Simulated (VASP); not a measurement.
AgCl (Chlorargyrite):

```xyz
2
Lattice="0.0000 2.6980 2.6980 2.6980 0.0000 2.6980 2.6980 2.6980 0.0000" Properties=species:S:1:pos:R:3 pbc="T T T"
Ag    0.0000    0.0000    0.0000
Cl    2.6980    2.6980    2.6980
```

Base run:

| Item | Value |
| --- | --- |
| Program | VASP 6.6.1 |
| Functional | PBEsol |
| Potentials or basis | VASP PAW PBE potentials, release 64 (Ag, Cl) |
| Cutoff | 500 eV |
| k mesh | 8 × 8 × 8 |
| Occupations | fermi-dirac, width 0.05 eV |
| Spin | no spin polarisation |

Its results: band gap on the k mesh 0.72 eV, indirect (least direct gap 3.33 eV); pressure 1.6 GPa.

Task: The run is repeated on the same cell with these changes: functional from PBEsol to r2SCAN; cutoff from 500 eV to 520 eV; further incar settings from ALGO = Normal; EDIFF = 1e-06; NBANDS = 16 to ALGO = Normal; EDIFF = 1e-07; NBANDS = 16. What comes out?

Result: Band gap on the k mesh 1.44 eV, indirect (least direct gap 4.02 eV); pressure 5.0 GPa.

Caveats: the PAW data sets were made with another functional, which shifts forces and pressure a little.

A k mesh can miss the band edges.
